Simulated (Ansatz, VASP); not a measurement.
HfSiO4 in VASP and in Ansatz

```
Hf Si O
1.0
    -3.28625    3.28625    3.10086
     3.28625   -3.28625    3.10086
     3.28625    3.28625   -3.10086
Hf Si O
2 2 8
Direct
  0.00000 0.00000 0.00000
  0.75000 0.25000 0.50000
  0.50000 0.50000 0.00000
  0.25000 0.75000 0.50000
  0.68020 0.49570 0.81550
  0.24570 0.93020 0.31550
  0.68020 0.86470 0.18450
  0.61470 0.93020 0.68450
  0.06980 0.38530 0.31550
  0.50430 0.31980 0.18450
  0.06980 0.75430 0.68450
  0.13530 0.31980 0.81550
```

Alike in both runs: task relaxation of the atoms; functional PBE; k mesh 5 × 5 × 5; occupations fermi-dirac, width 0.05 eV; no spin polarisation.

|  | VASP | Ansatz |
| --- | --- | --- |
| version | VASP 6.6.1 | Ansatz 0.2.0 |
| potentials or method | VASP PAW PBE potentials, release 64 (Hf_pv, Si, O) | Ansatz PAW |
| plane-wave cutoff (eV) | 520 | 420 |
| valence electrons in the cell | 76 | 108 |

Ansatz gave:

| Property | Result |
| --- | --- |
| gap on the k mesh at the Fermi level, each at its own relaxed structure (eV) | 5.26 |

Q: Estimate VASP's values.

A: gap on the k mesh at the Fermi level, each at its own relaxed structure (eV): 5.23.

VASP's potentials hold 76 valence electrons a cell and Ansatz's 108, so a difference there can come from the potentials and not from the codes.

Spin-orbit coupling is off throughout. Noted on Ansatz's run: odd divisions of the mesh miss points on the zone boundary, where band edges often lie, so the gap on the mesh can be too wide.
